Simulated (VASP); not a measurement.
Pd: single point with LDA

Crystal: Pd.

```xyz
1
Lattice="-1.5723 1.5723 1.5723 1.5723 -1.5723 1.5723 1.5723 1.5723 -1.5723" Properties=species:S:1:pos:R:3 pbc="T T T"
Pd    0.0000    0.0000    0.0000
```

| Quantity | Value |
| --- | --- |
| Program | VASP 6.6.1 |
| Task | single point |
| Functional | LDA |
| Potentials or basis | VASP PAW LDA potentials, release 64 (Pd) |
| Cutoff | 520 eV |
| k mesh | 12 × 12 × 12 |
| Occupations | fermi-dirac, width 0.05 eV |
| Spin | no spin polarisation |
| Dipole correction | no |
| Further INCAR settings | ALGO = Fast; EDIFF = 1e-07; NBANDS = 11 |

The pressure is -15.1 GPa and the band gap on the k mesh is zero (band 5 reaches 9.27 eV, above the bottom of band 6 at 7.73 eV).

Levels at points of the mesh, in eV from the Fermi level:
| k point | band 2 | band 3 | band 4 | band 5 | band 6 | band 7 | band 8 | band 9 |
| --- | --- | --- | --- | --- | --- | --- | --- | --- |
| (0.00, 0.00, 0.00) | -2.74 | -2.74 | -2.74 | -0.85 | -0.85 | 19.23 | 19.23 | 19.23 |
| (0.50, 0.00, 0.00) | -3.86 | -0.93 | -0.63 | 0.58 | 1.45 | 7.48 | 14.97 | 17.18 |
| (0.50, 0.50, 0.50) | -4.82 | 0.22 | 0.22 | 0.22 | 8.95 | 8.95 | 8.95 | 16.75 |

Run time: 6.2 s on 1 thread of Intel(R) Xeon(R) Platinum 8488C (Sapphire Rapids), on a shared host, peak memory 0.12 GiB.
